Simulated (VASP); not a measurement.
# AlO2 (Cmcm) in VASP: single point with PBE+D3(BJ)

Aim: the single point of AlO2 with PBE+D3(BJ).

Program: VASP 6.6.1. These are calculated values, not measurements. Logs are shortened: lines on timing, memory, paths and dates and some standing lists are left out, and cuts for length are marked.

## (1) The cell of the first run

The structure is orthorhombic, space group Cmcm (No. 63). The conventional cell has a = 2.976 Å, b = 10.806 Å, c = 3.647 Å, α = 90.00°, β = 90.00°, γ = 90.00°. Within 2.5 Å of Al (site symmetry m2m) lie 6 O at 1.87 to 2.02 Å. Within 2.5 Å of O (site symmetry m2m) lie 4 Al at 1.87 to 2.02 Å. Within 2.5 Å of O (site symmetry m2m) lie 2 Al at 1.88 Å and 2 O at 2.25 Å.

## (2) Single point, PBE+D3(BJ), collinear spin

The input, INCAR:

```
SYSTEM = AlO2
ALGO = Normal ; EDIFF = 1E-6
ENCUT = 520 ; GGA = PE
ISIF = 2 ; ISMEAR = 0
ISPIN = 2 ; IVDW = 12
LASPH = .TRUE. ; LCHARG = .FALSE.
LORBIT = 11 ; LREAL = .FALSE.
LWAVE = .FALSE. ; MAGMOM = 0 0 0 0 1 1
NBANDS = 28 ; NELM = 150
PREC = Accurate ; SIGMA = 0.1
```

The input, KPOINTS:

```
k-points
0
G
  6 6 6
  0 0 0
```

The input, POSCAR:

```
AlO2
1.0
    1.4881620000     -5.4028330000      0.0000000000
    1.4881620000      5.4028330000      0.0000000000
    0.0000000000      0.0000000000      3.6466120000
Al O
2 4
Direct
    0.3318670000      0.6681330000      0.2500000000
    0.6681330000      0.3318670000      0.7500000000
    0.7058160000      0.2941840000      0.2500000000
    0.2941840000      0.7058160000      0.7500000000
    0.9389280000      0.0610720000      0.2500000000
    0.0610720000      0.9389280000      0.7500000000
```

Potentials or basis: VASP PAW PBE potentials, release 64 (Al, O).

On the command line:

```
> cat potpaw_PBE.64/Al/POTCAR potpaw_PBE.64/O/POTCAR > POTCAR
> mpirun -np 1 vasp_std > vasp.out
```

OUTCAR:

```text
SYSTEM = AlO2
   EDIFF = 1E-6
   ENCUT = 520
   GGA = PE
   ISIF = 2
   ISMEAR = 0
   ISPIN = 2
   IVDW = 12
   LASPH = .TRUE.
   LORBIT = 11
   LREAL = .FALSE.
   NELM = 150
   PREC = Accurate
 IVDW          = 12

 ion  position               nearest neighbor table
   1  0.332  0.668  0.250-   4 1.87   4 1.87   5 1.88   5 1.88   3 2.02   3 2.02   2 2.94   2 2.94
                             2 2.94   2 2.94
   2  0.668  0.332  0.750-   3 1.87   3 1.87   6 1.88   6 1.88   4 2.02   4 2.02   1 2.94   1 2.94
                             1 2.94   1 2.94
   3  0.706  0.294  0.250-   2 1.87   2 1.87   1 2.02   1 2.02
   4  0.294  0.706  0.750-   1 1.87   1 1.87   2 2.02   2 2.02
   5  0.939  0.061  0.250-   1 1.88   1 1.88
   6  0.061  0.939  0.750-   2 1.88   2 1.88

  LATTYP: Found a base centered orthorhombic cell.
 ALAT       =     2.9763240000
 B/A-ratio  =     3.6305408954
 C/A-ratio  =     1.2252066643

  Lattice vectors:

 A1 = (   1.4881620000,  -5.4028330000,   0.0000000000)
 A2 = (   1.4881620000,   5.4028330000,   0.0000000000)
 A3 = (   0.0000000000,   0.0000000000,   3.6466120000)

Analysis of symmetry for initial positions (statically):
=====================================================================
 Subroutine PRICEL returns:
 Original cell was already a primitive cell.

 Routine SETGRP: Setting up the symmetry group for a
 base centered orthorhombic supercell.

 Subroutine GETGRP returns: Found  8 space group operations
 (whereof  4 operations were pure point group operations)
 out of a pool of  8 trial point group operations.

The static configuration has the point symmetry C_2h.
 The point group associated with its full space group is D_2h.

Analysis of symmetry for dynamics (positions and initial velocities):
=====================================================================
 Subroutine PRICEL returns:
 Original cell was already a primitive cell.

 Routine SETGRP: Setting up the symmetry group for a
 base centered orthorhombic supercell.

 Subroutine GETGRP returns: Found  8 space group operations
 (whereof  4 operations were pure point group operations)
 out of a pool of  8 trial point group operations.

The dynamic configuration has the point symmetry C_2h.
 The point group associated with its full space group is D_2h.

Analysis of structural, dynamic, and magnetic symmetry:
=====================================================================
 Subroutine PRICEL returns:
 Original cell was already a primitive cell.

 Routine SETGRP: Setting up the symmetry group for a
 base centered orthorhombic supercell.

 Subroutine GETGRP returns: Found  8 space group operations
 (whereof  4 operations were pure point group operations)
 out of a pool of  8 trial point group operations.

The overall configuration has the point symmetry C_2h.
 The point group associated with its full space group is D_2h.

 Subroutine INISYM returns: Found  8 space group operations
 (whereof  4 operations are pure point group operations),
 and found     1 'primitive' translations

----------------------------------------------------------------------------------------

                                     Primitive cell

  volume of cell :      58.6396

  direct lattice vectors                    reciprocal lattice vectors
     1.488162000 -5.402833000  0.000000000     0.335984926 -0.092544041  0.000000000
     1.488162000  5.402833000  0.000000000     0.335984926  0.092544041  0.000000000
     0.000000000  0.000000000  3.646612000     0.000000000  0.000000000  0.274227146

  length of vectors
     5.604036988  5.604036988  3.646612000     0.348497160  0.348497160  0.274227146

  position of ions in fractional coordinates (direct lattice)
     0.331867000  0.668133000  0.250000000
     0.668133000  0.331867000  0.750000000
     0.705816000  0.294184000  0.250000000
     0.294184000  0.705816000  0.750000000
     0.938928000  0.061072000  0.250000000
     0.061072000  0.938928000  0.750000000

  ion indices of the primitive-cell ions
   primitive index   ion index
                 1           1
                 2           2
                 3           3
                 4           4
                 5           5
                 6           6

----------------------------------------------------------------------------------------

 KPOINTS: k-points

Automatic generation of k-mesh.
 Grid dimensions read from file:
 generate k-points for:    6    6    6

 Generating k-lattice:

  Cartesian coordinates                     Fractional coordinates (reciprocal lattice)
     0.055997488 -0.015424007  0.000000000     0.166666667  0.000000000  0.000000000
     0.055997488  0.015424007  0.000000000     0.000000000  0.166666667  0.000000000
     0.000000000  0.000000000  0.045704524     0.000000000  0.000000000  0.166666667

  Length of vectors
     0.058082860  0.058082860  0.045704524

  Shift w.r.t. Gamma in fractional coordinates (k-lattice)
     0.000000000  0.000000000  0.000000000

 Subroutine IBZKPT returns following result:
 ===========================================

 Found     52 irreducible k-points:

 Following reciprocal coordinates:
            Coordinates               Weight
  0.000000  0.000000  0.000000      1.000000
  0.166667  0.000000  0.000000      4.000000
  0.333333  0.000000  0.000000      4.000000
  0.500000  0.000000  0.000000      2.000000
  0.166667  0.166667  0.000000      2.000000
  0.333333  0.166667  0.000000      4.000000
[... 16 lines left out ...]
  0.333333  0.333333  0.166667      4.000000
  0.500000  0.333333  0.166667      8.000000
 [... further k-points ...]
   k-points           NKPTS =     52   k-points in BZ     NKDIM =     52   number of bands    NBANDS=     28
   number of dos      NEDOS =    301   number of ions     NIONS =      6
   total plane-waves  NPLWV =  49392
   dimension x,y,z NGX =    42 NGY =   42 NGZ =   28
   dimension x,y,z NGXF=    84 NGYF=   84 NGZF=   56
   ions per type =               2   4
   NGX,Y,Z   is equivalent  to a cutoff of  12.46, 12.46, 12.76 a.u.
   NGXF,Y,Z  is equivalent  to a cutoff of  24.92, 24.92, 25.53 a.u.
 SYSTEM =  AlO2
   PREC   = accura    normal or accurate (medium, high low for compatibility)
   ISTART =      0    job   : 0-new  1-cont  2-samecut
   ICHARG =      2    charge: 1-file 2-atom 10-const
   ISPIN  =      2    spin polarized calculation?
   LNONCOLLINEAR =      F non collinear calculations
   LSORBIT =      F    spin-orbit coupling
   LASPH  =      T    aspherical Exc in radial PAW
   ENCUT  =  520.0 eV  38.22 Ry    6.18 a.u.  10.42 10.42  6.78*2*pi/ulx,y,z
   NELM   =    150;   NELMIN=  2; NELMDL= -5     # of ELM steps
   EDIFF  = 0.1E-05   stopping-criterion for ELM
   LREAL  =      F    real-space projection
   EDIFFG = 0.1E-04   stopping-criterion for IOM
   NSW    =      0    number of steps for IOM
   IBRION =     -1    ionic relax: 0-MD 1-quasi-New 2-CG
   NFREE  =      0    steps in history (QN), initial steepest desc. (CG)
   ISIF   =      2    stress and relaxation
   ISYM   =      2    0-nonsym 1-usesym 2-fastsym
   POTIM  = 0.5000    time-step for ionic-motion
   TEBEG  =    0.0;   TEEND  =   0.0 temperature during run
   PSTRESS=    0.0 pullay stress
   NELECT =      30.0000    total number of electrons
   NUPDOWN=      -1.0000    fix difference up-down
   EMIN   =  10.00;   EMAX   =-10.00  energy-range for DOS
   EFERMI =   0.00;   METHOD = LEGACY
   ISMEAR =     0;   SIGMA  =   0.10  broadening in eV -4-tet -1-fermi 0-gaus
   EFERMI_NEDOS =   21; number of points for ismear=-14 and -15
   IALGO  =     38    algorithm
   IMIX   =      4    mixing-type and parameters
     AMIX     =   0.40;   BMIX     =  1.00
     AMIX_MAG =   1.60;   BMIX_MAG =  1.00
  volume/ion in A,a.u.               =       9.77        65.95
  Fermi-wavevector in a.u.,A,eV,Ry     =   1.309337  2.474288 23.325334  1.714364
  Thomas-Fermi vector in A             =   2.439943
   LORBIT       =     11    0 simple, 1 ext, 2 COOP (PROOUT), +10 PAW based schemes
   GGA     = PE    functional components
   LHFCALC =     F    Hartree Fock is set to
   AEXX    =    0.0000 exact exchange contribution
   IVDW    =    12    specifies the selected vdW correction
   LEPSILON=     F    determine dielectric tensor
   LRPA    =     F    only Hartree local field effects (RPA)
 spin polarized calculation
 Gauss-broadening in eV      SIGMA  =   0.10
  energy-cutoff  :      520.00
  volume of cell :       58.64
 maximum number of plane-waves:      1628
 NGX is ok and might be reduce to    42
   NGX = 21   NGY = 21   NGZ = 13

 number of electron      30.0000002 magnetization       1.9405829

 Free energy of the ion-electron system (eV)
  ---------------------------------------------------
  ext. energy  EPLUGINS =         0.00000000
  ---------------------------------------------------
  free energy    TOTEN  =       -39.89581749 eV

  energy without entropy =      -39.89249497  energy(sigma->0) =      -39.89415623

 E-fermi :   3.8400     XC(G=0): -10.7785

 val. band max:        3.8187643897   @ k =   0.5000   0.3333   0.3333
 cond. band min:       3.9227077549   @ k =   0.5000   0.5000   0.3333
 fundamental gap:      0.1039433652
 Fermi energy:         3.8399909934

 spin component 1

 k-point     1 :       0.0000    0.0000    0.0000
  band No.  band energies     occupation
      1     -15.5465      1.00000
      2     -13.7769      1.00000
      3     -13.2303      1.00000
      4     -12.4130      1.00000
      5      -2.0073      1.00000
      6      -0.7108      1.00000
[... 19 lines left out ...]
     26      19.7508      0.00000
     27      20.2100      0.00000

 k-point     2 :       0.1667    0.0000    0.0000
  band No.  band energies     occupation
      1     -15.3156      1.00000
      2     -13.7726      1.00000
      3     -13.0835      1.00000
      4     -12.5080      1.00000
      5      -1.7309      1.00000
      6      -0.7867      1.00000
[... 652 lines left out ...]
 k-point    24 :       0.5000    0.3333    0.1667
  band No.  band energies     occupation
      1     -14.8913      1.00000
      2     -14.3137      1.00000
      3     -12.8248      1.00000
      4     -12.6527      1.00000
      5      -1.9614      1.00000
      6      -0.6501      1.00000
[... 19 lines left out ...]
     26      19.2906      0.00000
     27      20.2101      0.00000

 [... further k-points ...]

 spin component 2

 k-point     1 :       0.0000    0.0000    0.0000
  band No.  band energies     occupation
      1     -15.1328      1.00000
      2     -12.7547      1.00000
      3     -12.3040      1.00000
      4     -11.8561      1.00000
      5      -1.8102      1.00000
      6      -0.0916      1.00000
[... 19 lines left out ...]
     26      19.8666      0.00000
     27      20.2361      0.00000

 k-point     2 :       0.1667    0.0000    0.0000
  band No.  band energies     occupation
      1     -14.8899      1.00000
      2     -12.7352      1.00000
      3     -12.3392      1.00000
      4     -11.7676      1.00000
      5      -1.5363      1.00000
      6      -0.2433      1.00000
[... 652 lines left out ...]
 k-point    24 :       0.5000    0.3333    0.1667
  band No.  band energies     occupation
      1     -14.6051      1.00000
      2     -13.0742      1.00000
      3     -12.4645      1.00000
      4     -11.5883      1.00000
      5      -1.7536      1.00000
      6      -0.0824      1.00000
[... 19 lines left out ...]
     26      19.4328      0.00000
     27      20.3976      0.00000

 [... further k-points ...]

 [bands above 27 left out]

------------------------ aborting loop because EDIFF is reached ----------------------------------------

 Edisp (eV)   -1.05780

 E8    (eV) :    -0.3840

  FORCE on cell =-STRESS in cart. coord.  units (eV):
  Direction    XX          YY          ZZ          XY          YZ          ZX
  --------------------------------------------------------------------------------------
  -------------------------------------------------------------------------------------
  Total      -1.16827    -1.28884    -1.25529     0.00000    -0.00000     0.00000
  in kB     -31.91999   -35.21423   -34.29767     0.00000    -0.00000     0.00000
  external pressure =      -33.81 kB  Pullay stress =        0.00 kB

 VOLUME and BASIS-vectors are now :
 -----------------------------------------------------------------------------
  energy-cutoff  :      520.00
  volume of cell :       58.64
      direct lattice vectors                 reciprocal lattice vectors
     1.488162000 -5.402833000  0.000000000     0.335984926 -0.092544041  0.000000000
     1.488162000  5.402833000  0.000000000     0.335984926  0.092544041  0.000000000
     0.000000000  0.000000000  3.646612000     0.000000000  0.000000000  0.274227146

 POSITION                                       TOTAL-FORCE (eV/Angst)
 -----------------------------------------------------------------------------------
      1.48816      1.81679      0.91165         0.000000      0.003466      0.000000
      1.48816     -1.81679      2.73496         0.000000     -0.003466      0.000000
      1.48816     -2.22398      0.91165         0.000000     -0.010804      0.000000
      1.48816      2.22398      2.73496         0.000000      0.010804      0.000000
      1.48816     -4.74291      0.91165         0.000000      0.045411     -0.000000
      1.48816      4.74291      2.73496         0.000000     -0.045411     -0.000000
 -----------------------------------------------------------------------------------
    total drift:                               -0.000000     -0.000000     -0.000000

  FREE ENERGIE OF THE ION-ELECTRON SYSTEM (eV)
  ---------------------------------------------------
  free  energy   TOTEN  =       -40.9536206689 eV

  energy  without entropy=      -40.9502981468  energy(sigma->0) =      -40.95195941

 total charge

# of ion       s       p       d       tot
------------------------------------------
    1        0.310   0.389   0.000   0.698
    2        0.310   0.389   0.000   0.698
    3        1.555   3.594   0.000   5.149
    4        1.555   3.594   0.000   5.149
    5        1.585   3.312   0.000   4.897
    6        1.585   3.312   0.000   4.897
--------------------------------------------------
tot          6.899  14.590   0.000  21.489

 magnetization (x)

# of ion       s       p       d       tot
------------------------------------------
    1       -0.005  -0.002   0.000  -0.007
    2       -0.005  -0.002   0.000  -0.007
    3        0.002   0.098   0.000   0.100
    4        0.002   0.098   0.000   0.100
    5        0.023   0.710   0.000   0.733
    6        0.023   0.710   0.000   0.733
--------------------------------------------------
tot          0.041   1.612   0.000   1.652
```

Wall time 4.9 min (1 thread of AMD EPYC 7R13 (Zen 3), shared host); peak memory 0.29 GiB.

Results:

* Free energy: -40.9536 eV
* Pressure: -3.4 GPa
* Largest force: 0.045 eV/Å
* Net moment: 1.94 μB per cell
* Site moments: Al -0.01; O +0.10, +0.73 μB
* Valence electrons inside the program's atomic spheres: Al 0.70; O 5.15, 4.90
* Dispersion energy per atom: -0.176 eV

Forces in eV/Å, atoms in the order of the input:
```
Al   0.000  0.003  0.000
Al   0.000 -0.003  0.000
O    0.000 -0.011  0.000
O    0.000  0.011  0.000
O    0.000  0.045  0.000
O    0.000 -0.045  0.000
```

Caveat: the k points lie up to 0.36 Å⁻¹ apart; pairwise dispersion overbinds metals, which lowers pressure and volume.
